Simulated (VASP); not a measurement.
# Hf4F3 (P-3m1) in VASP: single point with PBE

Aim: the single point of Hf4F3 with PBE.

Program: VASP 6.6.1. These are calculated values, not measurements. Logs are shortened: lines on timing, memory, paths and dates and some standing lists are left out, and cuts for length are marked.

**1. The cell of the first run**

It takes space group P-3m1 (No. 164, trigonal). The conventional cell has a = 3.180 Å, b = 3.180 Å, c = 14.094 Å, α = 90.00°, β = 90.00°, γ = 120.00°. Hf (site symmetry 3m) has 3 F at 2.58 Å and 9 Hf at 3.01 to 3.18 Å within 3.4 Å. Within 3.2 Å of Hf (site symmetry 3m) lie 3 F at 2.31 Å and 9 Hf at 3.01 to 3.18 Å. Within 3.4 Å of F (site symmetry -3m) lie 6 Hf at 2.58 Å and 6 F at 3.18 Å. F (site symmetry 3m) has 3 Hf at 2.31 Å within 3.0 Å.

**2. Single point, PBE**

Contents of INCAR:

```
SYSTEM = Hf4F3
PREC = Accurate ; ENCUT = 520
EDIFF = 1E-6 ; ISMEAR = 0
SIGMA = 0.1 ; LREAL = .False.
LASPH = .True. ; NELM = 100
ALGO = Normal ; ISIF = 2
LWAVE = .False. ; LCHARG = .True.
GGA = PE ; LELF = .True.
LVHAR = .True. ; NBANDS = 40
```

Contents of KPOINTS:

```
Automatic mesh
0
Gamma
  12 12 4
  0 0 0
```

Contents of POSCAR:

```
Hf4F3
1.0
    3.1803995592      0.0000000000      0.0000000000
   -1.5901997796      2.7543068125      0.0000000000
    0.0000000000      0.0000000000     14.0944490872
Hf F
4 3
Direct
    0.6666666667      0.3333333333      0.8711310183
    0.3333333333      0.6666666667      0.1288689817
    0.6666666667      0.3333333333      0.2983197315
    0.3333333333      0.6666666667      0.7016802685
    0.0000000000      0.0000000000      0.0000000000
    0.3333333333      0.6666666667      0.3972813256
    0.6666666667      0.3333333333      0.6027186744
```

Potentials or basis: VASP PAW PBE potentials, release 64 (Hf_pv, F).

Run with:

```console
$ cat potpaw_PBE.64/Hf_pv/POTCAR potpaw_PBE.64/F/POTCAR > POTCAR
$ mpirun -np 1 vasp_std > vasp.out
```

OUTCAR:

```text
SYSTEM = Hf4F3
   PREC = Accurate
   ENCUT = 520
   EDIFF = 1E-6
   ISMEAR = 0
   LREAL = .False.
   LASPH = .True.
   NELM = 100
   ISIF = 2
   GGA = PE

 ion  position               nearest neighbor table
   1  0.667  0.333  0.871-   5 2.58   5 2.58   5 2.58   4 3.01   4 3.01   4 3.01
   2  0.333  0.667  0.129-   5 2.58   5 2.58   5 2.58   3 3.01   3 3.01   3 3.01
   3  0.667  0.333  0.298-   6 2.31   6 2.31   6 2.31   2 3.01   2 3.01   2 3.01
   4  0.333  0.667  0.702-   7 2.31   7 2.31   7 2.31   1 3.01   1 3.01   1 3.01
   5  0.000  0.000  0.000-   1 2.58   2 2.58   1 2.58   2 2.58   1 2.58   2 2.58
   6  0.333  0.667  0.397-   3 2.31   3 2.31   3 2.31
   7  0.667  0.333  0.603-   4 2.31   4 2.31   4 2.31

  LATTYP: Found a hexagonal cell.
 ALAT       =     3.1803995592
 C/A-ratio  =     4.4316598669

  Lattice vectors:

 A1 = (   3.1803995592,   0.0000000000,   0.0000000000)
 A2 = (  -1.5901997796,   2.7543068125,   0.0000000000)
 A3 = (   0.0000000000,   0.0000000000,  14.0944490872)

Analysis of symmetry for initial positions (statically):
=====================================================================
 Subroutine PRICEL returns:
 Original cell was already a primitive cell.

 Routine SETGRP: Setting up the symmetry group for a
 hexagonal supercell.

 Subroutine GETGRP returns: Found 12 space group operations
 (whereof 12 operations were pure point group operations)
 out of a pool of 24 trial point group operations.

The static configuration has the point symmetry D_3d.

Analysis of symmetry for dynamics (positions and initial velocities):
=====================================================================
 Subroutine PRICEL returns:
 Original cell was already a primitive cell.

 Routine SETGRP: Setting up the symmetry group for a
 hexagonal supercell.

 Subroutine GETGRP returns: Found 12 space group operations
 (whereof 12 operations were pure point group operations)
 out of a pool of 24 trial point group operations.

The dynamic configuration has the point symmetry D_3d.

 Subroutine INISYM returns: Found 12 space group operations
 (whereof 12 operations are pure point group operations),
 and found     1 'primitive' translations

----------------------------------------------------------------------------------------

                                     Primitive cell

  volume of cell :     123.4645

[... 101 lines left out ...]
   NSW    =      0    number of steps for IOM
   IBRION =     -1    ionic relax: 0-MD 1-quasi-New 2-CG
   NFREE  =      0    steps in history (QN), initial steepest desc. (CG)
   ISIF   =      2    stress and relaxation
   ISYM   =      2    0-nonsym 1-usesym 2-fastsym
   POTIM  = 0.5000    time-step for ionic-motion
   TEBEG  =    0.0;   TEEND  =   0.0 temperature during run
   PSTRESS=    0.0 pullay stress
   NELECT =      61.0000    total number of electrons
   NUPDOWN=      -1.0000    fix difference up-down
   EMIN   =  10.00;   EMAX   =-10.00  energy-range for DOS
   EFERMI =   0.00;   METHOD = LEGACY
   ISMEAR =     0;   SIGMA  =   0.10  broadening in eV -4-tet -1-fermi 0-gaus
   EFERMI_NEDOS =   21; number of points for ismear=-14 and -15
   IALGO  =     38    algorithm
   IMIX   =      4    mixing-type and parameters
     AMIX     =   0.40;   BMIX     =  1.00
     AMIX_MAG =   1.60;   BMIX_MAG =  1.00
  volume/ion in A,a.u.               =      17.64       119.03
  Fermi-wavevector in a.u.,A,eV,Ry     =   1.294208  2.445698 22.789409  1.674974
  Thomas-Fermi vector in A             =   2.425805
   LORBIT       =      0    0 simple, 1 ext, 2 COOP (PROOUT), +10 PAW based schemes
   GGA     = PE    functional components
   LHFCALC =     F    Hartree Fock is set to
   AEXX    =    0.0000 exact exchange contribution
   IVDW    =     0    specifies the selected vdW correction
   LEPSILON=     F    determine dielectric tensor
   LRPA    =     F    only Hartree local field effects (RPA)
 non-spin polarized calculation
 Gauss-broadening in eV      SIGMA  =   0.10
  energy-cutoff  :      520.00
  volume of cell :      123.46
 maximum number of plane-waves:      3360
   NGX = 11   NGY = 11   NGZ = 53

 number of electron      61.0000000 magnetization

 Free energy of the ion-electron system (eV)
  ---------------------------------------------------
  ext. energy  EPLUGINS =         0.00000000
  ---------------------------------------------------
  free energy    TOTEN  =       -56.57991531 eV

  energy without entropy =      -56.54978282  energy(sigma->0) =      -56.56484906

 E-fermi :   4.6183     XC(G=0): -10.4589

 val. band max:        4.6053122842   @ k =   0.5000  -0.0000   0.5000
 cond. band min:       4.6238365760   @ k =   0.3333   0.0000   0.0000
 fundamental gap:      0.0185242918
 Fermi energy:         4.6182768188

 k-point     1 :       0.0000    0.0000    0.0000
  band No.  band energies     occupation
      1     -27.1722      2.00000
      2     -27.1394      2.00000
      3     -26.6231      2.00000
      4     -26.5460      2.00000
      5     -26.4562      2.00000
      6     -26.4562      2.00000
[... 1021 lines left out ...]
     39       6.4274      0.00000
     40       6.9527      0.00000

 [... further k-points ...]

------------------------ aborting loop because EDIFF is reached ----------------------------------------

  FORCE on cell =-STRESS in cart. coord.  units (eV):
  Direction    XX          YY          ZZ          XY          YZ          ZX
  --------------------------------------------------------------------------------------
  -------------------------------------------------------------------------------------
  Total       -0.7748187     -0.7748187     -0.9436315      0.0000000     -0.0000000      0.0000000
  in kB      -10.0546873    -10.0546873    -12.2453421      0.0000000     -0.0000000      0.0000000
  external PRESSURE =     -10.7849056 kB  Pullay stress =       0.0000000 kB

 VOLUME and BASIS-vectors are now :
 -----------------------------------------------------------------------------
  energy-cutoff  :      520.00
  volume of cell :      123.46
      direct lattice vectors                 reciprocal lattice vectors
     3.180399559  0.000000000  0.000000000     0.314425902  0.181533879  0.000000000
    -1.590199780  2.754306812  0.000000000     0.000000000  0.363067758  0.000000000
     0.000000000  0.000000000 14.094449087     0.000000000  0.000000000  0.070949918

 POSITION                                       TOTAL-FORCE (eV/Angst)
 -----------------------------------------------------------------------------------
      1.59020      0.91810     12.27811         0.000000     -0.000000      0.000192
     -0.00000      1.83620      1.81634        -0.000000      0.000000     -0.000192
      1.59020      0.91810      4.20465         0.000000     -0.000000      0.068862
     -0.00000      1.83620      9.88980        -0.000000      0.000000     -0.068862
      0.00000      0.00000      0.00000        -0.000000      0.000000     -0.000000
     -0.00000      1.83620      5.59946        -0.000000     -0.000000     -0.127652
      1.59020      0.91810      8.49499         0.000000      0.000000      0.127652
 -----------------------------------------------------------------------------------
    total drift:                               -0.000000      0.000000      0.000000

  FREE ENERGIE OF THE ION-ELECTRON SYSTEM (eV)
  ---------------------------------------------------
  free  energy   TOTEN  =       -56.5799153053 eV

  energy  without entropy=      -56.5497828175  energy(sigma->0) =      -56.56484906
```

stdout:

```text
POSCAR found type information on POSCAR HfF
 POSCAR found :  2 types and       7 ions
 scaLAPACK will be used
 LDA part: xc-table for (Slater+PW92), standard interpolation
 POSCAR, INCAR and KPOINTS ok, starting setup
 FFT: planning ... GRIDC
 FFT: planning ... GRID_SOFT
 FFT: planning ... GRID
 WAVECAR not read
 entering main loop
```

Wall time 9.2 min (1 thread of Intel Xeon 8259CL, shared host); peak memory 0.41 GiB.

Results:

* Free energy: -56.5799 eV
* Pressure: -1.1 GPa
* Largest force: 0.128 eV/Å
* Band gap on the k mesh: zero (an odd number of electrons rules out a gap without spin polarisation)

Forces on the atoms (eV/Å):
```
Hf   0.000  0.000  0.000
Hf   0.000  0.000  0.000
Hf   0.000  0.000  0.069
Hf   0.000  0.000 -0.069
F    0.000  0.000  0.000
F    0.000  0.000 -0.128
F    0.000  0.000  0.128
```

Levels at points of the mesh, in eV from the Fermi level:
```csv
k point,band 28,band 29,band 30,band 31,band 32,band 33
"(0.00, 0.00, 0.00)",-2.78,-0.12,0.73,0.73,0.88,0.93
"(0.50, 0.00, 0.00)",-2.13,-1.92,-1.77,-0.02,0.64,1.44
"(0.00, 0.00, 0.50)",-2.92,-0.10,0.73,0.73,0.89,0.93
"(0.50, 0.00, 0.50)",-2.16,-1.91,-1.78,-0.01,0.63,1.44
```

Caveat: spin-orbit coupling is left out, which moves the levels of the heavy elements; an odd number of electrons without spin polarisation forces a metal; a magnetic or distorted state may lie lower.
